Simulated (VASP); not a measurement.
Bi:

```
Bi
1.0
    -1.98143    1.98143    1.98143
     1.98143   -1.98143    1.98143
     1.98143    1.98143   -1.98143
Bi
1
Direct
  0.00000 0.00000 0.00000
```

* Program: VASP 6.6.1
* Task: relaxation of cell and atoms
* Functional: PBE
* Dispersion: D3(BJ)
* Potentials or basis: VASP PAW PBE potentials, release 64 (Bi_d)
* Cutoff: 600 eV
* k mesh: 9 × 9 × 9
* Occupations: fermi-dirac, width 0.05 eV
* Spin: no spin polarisation

At the start: pressure -1.7 GPa; volume 31.12 Å³/atom.

**Question.** Where does the relaxation end?

**Answer.** Over 3 steps the energy falls by 5.2 meV/atom and the volume is 30.17 Å³/atom (-3.1 %); space group Im-3m (No. 229, to 0.05 Å).

Step by step:
```tsv
step	energy change (eV)	largest force (eV/Å)	pressure (GPa)	volume (Å³)
1	0.0000	0.0000	-1.72	31.12
2	-0.0035	0.0000	1.05	29.64
3	-0.0052	0.0000	0.02	30.17
```

Final structure:
```
Bi
1.0
    -1.96103    1.96103    1.96103
     1.96103   -1.96103    1.96103
     1.96103    1.96103   -1.96103
Bi
1
Direct
  0.00000 0.00000 0.00000
```

Caveat: pairwise dispersion overbinds metals, which lowers pressure and volume.
